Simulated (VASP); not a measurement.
# WC (P-6m2) in VASP: single point with PBE

Aim: the single point of WC with PBE.

Everything below comes from runs of VASP 6.6.1. Logs are shortened: lines on timing, memory, paths and dates and some standing lists are left out, and cuts for length are marked.

## (1) The cell of the first run

The structure is hexagonal, space group P-6m2 (No. 187). The conventional cell has a = 2.901 Å, b = 2.901 Å, c = 2.829 Å, α = 90.00°, β = 90.00°, γ = 120.00°. Within 3.0 Å of W (site symmetry -6m2) lie 6 C at 2.19 Å and 8 W at 2.83 to 2.90 Å. C (site symmetry -6m2) has 6 W at 2.19 Å and 8 C at 2.83 to 2.90 Å within 3.0 Å.

## (2) Single point, PBE

INCAR

```
  ALGO = Normal
  EDIFF = 1E-6
  ENCUT = 1300
  GGA = PE
  GGA_COMPAT = F
  ISIF = 2
  ISMEAR = 0
  LASPH = T
  LCHARG = F
  LREAL = F
  LWAVE = F
  NBANDS = 16
  NELM = 120
  PREC = Accurate
  SIGMA = 0.15
```

KPOINTS

```
k-points
0
Gamma
  24 24 18
```

POSCAR

```
WC
1.0
    2.9005014360      0.0000000000      0.0000000000
   -1.4502507180      2.5119079273      0.0000000000
    0.0000000000      0.0000000000      2.8290000000
W C
1 1
Direct
    0.0000000000      0.0000000000      0.0000000000
    0.6666666667      0.3333333333      0.5000000000
```

Potentials or basis: VASP PAW PBE potentials, release 64 (W_sv, C_h).

Command:

```sh
cat potpaw_PBE.64/W_sv/POTCAR potpaw_PBE.64/C_h/POTCAR > POTCAR
mpirun -np 1 vasp_std > vasp.out
```

OUTCAR:

```text
EDIFF = 1E-6
   ENCUT = 1300
   GGA = PE
   ISIF = 2
   ISMEAR = 0
   LASPH = T
   LREAL = F
   NELM = 120
   PREC = Accurate

 ion  position               nearest neighbor table
   1  0.000  0.000  0.000-   2 2.19   2 2.19   2 2.19   2 2.19   2 2.19   2 2.19
   2  0.667  0.333  0.500-   1 2.19   1 2.19   1 2.19   1 2.19   1 2.19   1 2.19

  LATTYP: Found a hexagonal cell.
 ALAT       =     2.9005014360
 C/A-ratio  =     0.9753485949

  Lattice vectors:

 A1 = (   2.9005014360,   0.0000000000,   0.0000000000)
 A2 = (  -1.4502507180,   2.5119079273,   0.0000000000)
 A3 = (   0.0000000000,   0.0000000000,   2.8290000000)

Analysis of symmetry for initial positions (statically):
=====================================================================
 Subroutine PRICEL returns:
 Original cell was already a primitive cell.

 Routine SETGRP: Setting up the symmetry group for a
 hexagonal supercell.

 Subroutine GETGRP returns: Found 12 space group operations
 (whereof 12 operations were pure point group operations)
 out of a pool of 24 trial point group operations.

The static configuration has the point symmetry D_3h.

Analysis of symmetry for dynamics (positions and initial velocities):
=====================================================================
 Subroutine PRICEL returns:
 Original cell was already a primitive cell.

 Routine SETGRP: Setting up the symmetry group for a
 hexagonal supercell.

 Subroutine GETGRP returns: Found 12 space group operations
 (whereof 12 operations were pure point group operations)
 out of a pool of 24 trial point group operations.

The dynamic configuration has the point symmetry D_3h.

 Subroutine INISYM returns: Found 12 space group operations
 (whereof 12 operations are pure point group operations),
 and found     1 'primitive' translations

----------------------------------------------------------------------------------------

                                     Primitive cell

  volume of cell :      20.6115

  direct lattice vectors                    reciprocal lattice vectors
     2.900501436  0.000000000  0.000000000     0.344767973  0.199051882  0.000000000
    -1.450250718  2.511907927  0.000000000     0.000000000  0.398103764  0.000000000
     0.000000000  0.000000000  2.829000000     0.000000000  0.000000000  0.353481796

  length of vectors
     2.900501436  2.900501436  2.829000000     0.398103764  0.398103764  0.353481796

  position of ions in fractional coordinates (direct lattice)
     0.000000000  0.000000000  0.000000000
     0.666666667  0.333333333  0.500000000

  ion indices of the primitive-cell ions
   primitive index   ion index
                 1           1
                 2           2

----------------------------------------------------------------------------------------

 KPOINTS: k-points

Automatic generation of k-mesh.
 Grid dimensions read from file:
 generate k-points for:   24   24   18

 Generating k-lattice:

  Cartesian coordinates                     Fractional coordinates (reciprocal lattice)
     0.014365332  0.008293828  0.000000000     0.041666667 -0.000000000  0.000000000
     0.000000000  0.016587657  0.000000000     0.000000000  0.041666667  0.000000000
     0.000000000  0.000000000  0.019637878     0.000000000  0.000000000  0.055555556

  Length of vectors
     0.016587657  0.016587657  0.019637878

  Shift w.r.t. Gamma in fractional coordinates (k-lattice)
     0.000000000  0.000000000  0.000000000

 Subroutine IBZKPT returns following result:
 ===========================================

 Found    610 irreducible k-points:

 Following reciprocal coordinates:
            Coordinates               Weight
  0.000000  0.000000  0.000000      1.000000
  0.041667  0.000000  0.000000      6.000000
  0.083333  0.000000  0.000000      6.000000
  0.125000 -0.000000  0.000000      6.000000
  0.166667  0.000000  0.000000      6.000000
  0.208333  0.000000  0.000000      6.000000
[... 16 lines left out ...]
  0.416667  0.041667  0.000000     12.000000
  0.458333  0.041667  0.000000     12.000000
 [... further k-points ...]
   k-points           NKPTS =    610   k-points in BZ     NKDIM =    610   number of bands    NBANDS=     16
   number of dos      NEDOS =    301   number of ions     NIONS =      2
   total plane-waves  NPLWV =  46656
   dimension x,y,z NGX =    36 NGY =   36 NGZ =   36
   dimension x,y,z NGXF=    72 NGYF=   72 NGZF=   72
   ions per type =               1   1
   NGX,Y,Z   is equivalent  to a cutoff of  20.63, 20.63, 21.16 a.u.
   NGXF,Y,Z  is equivalent  to a cutoff of  41.27, 41.27, 42.31 a.u.
 SYSTEM =  unknown system
   PREC   = accura    normal or accurate (medium, high low for compatibility)
   ISTART =      0    job   : 0-new  1-cont  2-samecut
   ICHARG =      2    charge: 1-file 2-atom 10-const
   ISPIN  =      1    spin polarized calculation?
   LNONCOLLINEAR =      F non collinear calculations
   LSORBIT =      F    spin-orbit coupling
   LASPH  =      T    aspherical Exc in radial PAW
   ENCUT  = 1300.0 eV  95.55 Ry    9.77 a.u.   8.53  8.53  8.32*2*pi/ulx,y,z
   NELM   =    120;   NELMIN=  2; NELMDL= -5     # of ELM steps
   EDIFF  = 0.1E-05   stopping-criterion for ELM
   LREAL  =      F    real-space projection
   EDIFFG = 0.1E-04   stopping-criterion for IOM
   NSW    =      0    number of steps for IOM
   IBRION =     -1    ionic relax: 0-MD 1-quasi-New 2-CG
   NFREE  =      0    steps in history (QN), initial steepest desc. (CG)
   ISIF   =      2    stress and relaxation
   ISYM   =      2    0-nonsym 1-usesym 2-fastsym
   POTIM  = 0.5000    time-step for ionic-motion
   TEBEG  =    0.0;   TEEND  =   0.0 temperature during run
   PSTRESS=    0.0 pullay stress
   NELECT =      18.0000    total number of electrons
   NUPDOWN=      -1.0000    fix difference up-down
   EMIN   =  10.00;   EMAX   =-10.00  energy-range for DOS
   EFERMI =   0.00;   METHOD = LEGACY
   ISMEAR =     0;   SIGMA  =   0.15  broadening in eV -4-tet -1-fermi 0-gaus
   EFERMI_NEDOS =   21; number of points for ismear=-14 and -15
   IALGO  =     38    algorithm
   IMIX   =      4    mixing-type and parameters
     AMIX     =   0.40;   BMIX     =  1.00
     AMIX_MAG =   1.60;   BMIX_MAG =  1.00
  volume/ion in A,a.u.               =      10.31        69.55
  Fermi-wavevector in a.u.,A,eV,Ry     =   1.564813  2.957068 33.315762  2.448639
  Thomas-Fermi vector in A             =   2.667381
   LORBIT       =      0    0 simple, 1 ext, 2 COOP (PROOUT), +10 PAW based schemes
   GGA     = PE    functional components
   LHFCALC =     F    Hartree Fock is set to
   AEXX    =    0.0000 exact exchange contribution
   IVDW    =     0    specifies the selected vdW correction
   LEPSILON=     F    determine dielectric tensor
   LRPA    =     F    only Hartree local field effects (RPA)
 non-spin polarized calculation
 Gauss-broadening in eV      SIGMA  =   0.15
  energy-cutoff  :     1300.00
  volume of cell :       20.61
 maximum number of plane-waves:      2242
 NGX is ok and might be reduce to    36
   NGX = 17   NGY = 17   NGZ = 17

 number of electron      18.0000000 magnetization

 Free energy of the ion-electron system (eV)
  ---------------------------------------------------
  ext. energy  EPLUGINS =         0.00000000
  ---------------------------------------------------
  free energy    TOTEN  =       -22.44304346 eV

  energy without entropy =      -22.43969155  energy(sigma->0) =      -22.44136751

 E-fermi :  11.5071     XC(G=0): -13.8726

 val. band max:       11.5010914828   @ k =   0.2917   0.2500   0.0000
 cond. band min:      11.5113745851   @ k =   0.4583   0.0833   0.4444
 fundamental gap:      0.0102831022
 Fermi energy:        11.5070596860

 k-point     1 :       0.0000    0.0000    0.0000
  band No.  band energies     occupation
      1     -62.4787      2.00000
      2     -26.4576      2.00000
      3     -26.3560      2.00000
      4     -26.3560      2.00000
      5      -2.9927      2.00000
      6       7.1600      2.00000
[... 8 lines left out ...]
     15      25.9276      0.00000
     16      28.3059      0.00000

 k-point     2 :       0.0417    0.0000    0.0000
  band No.  band energies     occupation
      1     -62.4777      2.00000
      2     -26.4556      2.00000
      3     -26.3711      2.00000
      4     -26.3594      2.00000
      5      -2.9463      2.00000
      6       7.1792      2.00000
[... 8 lines left out ...]
     15      25.8104      0.00000
     16      28.4040      0.00000

 k-point     3 :       0.0833    0.0000    0.0000
  band No.  band energies     occupation
      1     -62.4747      2.00000
      2     -26.4500      2.00000
      3     -26.4149      2.00000
      4     -26.3693      2.00000
      5      -2.8091      2.00000
      6       7.2054      2.00000
[... 8 lines left out ...]
     15      25.5688      0.00000
     16      28.6914      0.00000

 k-point     4 :       0.1250   -0.0000    0.0000
  band No.  band energies     occupation
      1     -62.4699      2.00000
      2     -26.4841      2.00000
      3     -26.4410      2.00000
      4     -26.3851      2.00000
      5      -2.5872      2.00000
      6       7.1037      2.00000
[... 8 lines left out ...]
     15      25.3518      0.00000
     16      29.1498      0.00000
[... 324 lines left out ...]
 k-point    22 :       0.3750    0.0417    0.0000
  band No.  band energies     occupation
      1     -62.4246      2.00000
      2     -27.1024      2.00000
      3     -26.5398      2.00000
      4     -26.3548      2.00000
      5      -0.0660      2.00000
      6       4.7652      2.00000
[... 8 lines left out ...]
     15      25.7347      0.00000
     16      28.6511      0.00000

 k-point    23 :       0.4167    0.0417    0.0000
  band No.  band energies     occupation
      1     -62.4207      2.00000
      2     -27.1530      2.00000
      3     -26.5527      2.00000
      4     -26.3473      2.00000
      5       0.2198      2.00000
      6       4.5719      2.00000
[... 8 lines left out ...]
     15      24.9912      0.00000
     16      29.2437      0.00000

 k-point    24 :       0.4583    0.0417    0.0000
  band No.  band energies     occupation
      1     -62.4187      2.00000
      2     -27.1791      2.00000
      3     -26.5594      2.00000
      4     -26.3435      2.00000
      5       0.3772      2.00000
      6       4.4689      2.00000
[... 8 lines left out ...]
     15      24.5694      0.00000
     16      29.6017      0.00000

 [... further k-points ...]

------------------------ aborting loop because EDIFF is reached ----------------------------------------

  FORCE on cell =-STRESS in cart. coord.  units (eV):
  Direction    XX          YY          ZZ          XY          YZ          ZX
  --------------------------------------------------------------------------------------
  -------------------------------------------------------------------------------------
  Total        1.2054196      1.2054196      1.2904399      0.0000000      0.0000000      0.0000000
  in kB       93.6998890     93.6998890    100.3087017      0.0000000      0.0000000      0.0000000
  external PRESSURE =      95.9028266 kB  Pullay stress =       0.0000000 kB

 VOLUME and BASIS-vectors are now :
 -----------------------------------------------------------------------------
  energy-cutoff  :     1300.00
  volume of cell :       20.61
      direct lattice vectors                 reciprocal lattice vectors
     2.900501436  0.000000000  0.000000000     0.344767973  0.199051882  0.000000000
    -1.450250718  2.511907927  0.000000000     0.000000000  0.398103764  0.000000000
     0.000000000  0.000000000  2.829000000     0.000000000  0.000000000  0.353481796

 POSITION                                       TOTAL-FORCE (eV/Angst)
 -----------------------------------------------------------------------------------
      0.00000      0.00000      0.00000        -0.000000     -0.000000      0.000000
      1.45025      0.83730      1.41450         0.000000      0.000000      0.000000
 -----------------------------------------------------------------------------------
    total drift:                               -0.000000      0.000000      0.000000

  FREE ENERGIE OF THE ION-ELECTRON SYSTEM (eV)
  ---------------------------------------------------
  free  energy   TOTEN  =       -22.4430434591 eV

  energy  without entropy=      -22.4396915533  energy(sigma->0) =      -22.44136751
```

Run time: 5.2 min. Hardware: 1 thread of Intel Xeon Platinum 8488C (Sapphire Rapids), shared host; peak memory 0.85 GiB.

Results:

```
Free energy            : -22.4430 eV
Pressure               : 9.6 GPa
Band gap on the k mesh : zero (bands 9 and 10 overlap by 1.28 eV)
```

Caveat: the cell stands under pressure; spin-orbit coupling is left out, which moves the levels of the heavy elements.
